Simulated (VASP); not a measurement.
The system is AlN.

```
CELL_PARAMETERS angstrom
0.00000 2.07442 2.07442
2.07442 0.00000 2.07442
2.07442 2.07442 0.00000
ATOMIC_POSITIONS crystal
Al 0.50000 0.50000 0.50000
N 0.00000 0.00000 0.00000
```

This cell differs from its parent crystal: volume scaled by 1.06.

Base run:

| Quantity | Value |
| --- | --- |
| Program | VASP 6.6.1 |
| Functional | PBEsol |
| Potentials or basis | VASP PAW PBE potentials, release 64 (Al, N) |
| Cutoff | 520 eV |
| k mesh | 11 × 11 × 11 |
| Occupations | fermi-dirac, width 0.05 eV |
| Spin | no spin polarisation |

Its results: band gap on the k mesh 3.97 eV, indirect (least direct gap 4.60 eV); pressure -17.2 GPa.

Q: The run is repeated on the same cell with these changes: functional from PBEsol to PBE0; k mesh from 11 × 11 × 11 to 6 × 6 × 6. What comes out?

A: Band gap on the k mesh 5.95 eV, indirect (least direct gap 6.78 eV); pressure -20.5 GPa.

Several settings changed at once, so the effect can't be laid on one alone.

Caveats: some runs use coarse meshes; the PAW data sets were made with another functional, which shifts forces and pressure a little.

A k mesh can miss the band edges.
